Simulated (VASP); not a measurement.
Runs of VASP 6.6.1 on PbSe (Clausthalite). The structure is that of space group Fm-3m (No. 225), or close to it. The cells are those of the table. 

```tsv
task	level	potentials or basis	cell	cutoff (eV)	gap on the mesh (eV)	pressure (GPa)	relaxed volume (Å³/atom)
relaxation of cell and atoms	PBE	VASP PAW PBE potentials, release 64 (Pb_d, Se)	relaxed from a = 4.328 Å, angles 60.0°, 2 atoms	600	0.44	0.0	30.03
single point	PBEsol	VASP PAW PBE potentials, release 64 (Pb_d, Se)	a = 4.314 Å, angles 60.0°, 2 atoms	520	0.17	0.0	-
single point	LDA	VASP PAW LDA potentials, release 64 (Pb_d, Se)	a = 4.269 Å, angles 60.0°, 2 atoms	520	(b)	(a)	-
single point	PBE	VASP PAW PBE potentials, release 64 (Pb_d, Se)	a = 4.395 Å, angles 60.0°, 2 atoms	520	0.44	0.0	-
relaxation of cell and atoms	PBEsol	VASP PAW PBE potentials, release 64 (Pb_d, Se)	relaxed from a = 4.395 Å, angles 60.0°, 2 atoms	600	0.17	0.0	28.40
relaxation of cell and atoms	r2SCAN	VASP PAW PBE potentials, release 64 (Pb_d, Se)	relaxed from a = 4.395 Å, angles 60.0°, 2 atoms	600	0.67	0.0	29.47
relaxation of cell and atoms	LDA	VASP PAW LDA potentials, release 64 (Pb_d, Se)	relaxed from a = 4.395 Å, angles 60.0°, 2 atoms	600	0.03	0.0	27.56
single point	r2SCAN	VASP PAW PBE potentials, release 64 (Pb_d, Se)	a = 4.368 Å, angles 60.0°, 2 atoms	520	0.67	0.0	-
```

Alike in all rows: no spin polarisation; k mesh 6 × 6 × 6; smearing fermi-dirac 0.02 eV.

Fill in the values left out.

(a) 0.1; (b) 0.02.

Caveats: spin-orbit coupling is left out, which moves the levels of the heavy elements; the PAW data sets were made with another functional, which shifts forces and pressure a little (some runs).

A k mesh can miss the band edges, and the runs leave out spin-orbit coupling on Pb, Se.
